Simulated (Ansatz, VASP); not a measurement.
## TiZn3 in VASP and in Ansatz

```
Ti Zn
1.0
     3.93220    0.00000    0.00000
     0.00000    3.93220    0.00000
     0.00000    0.00000    3.93220
Ti Zn
1 3
Direct
  0.00000 0.00000 0.00000
  0.00000 0.50000 0.50000
  0.50000 0.00000 0.50000
  0.50000 0.50000 0.00000
```

Alike in both runs: task single point; functional LDA; k mesh 7 × 7 × 7; occupations gaussian, width 0.3 eV; no spin polarisation.

```csv
,VASP,Ansatz
version,VASP 6.6.1,Ansatz 0.2.0
potentials or method,"VASP PAW LDA potentials, release 64 (Ti_sv, Zn)","plane waves, PAW"
plane-wave cutoff (eV),520,420
valence electrons in the cell,48,48
```

```tsv
	VASP	Ansatz	Ansatz less VASP
gap on the k mesh at the Fermi level (eV)	none	none	-
pressure (GPa)	-9.3	-9.7	-0.48
```

LDA's correlation is that of Perdew and Zunger in VASP and of Perdew and Wang (1992) in Ansatz. A gap of «none» marks a metal or a gap that the smearing closes.
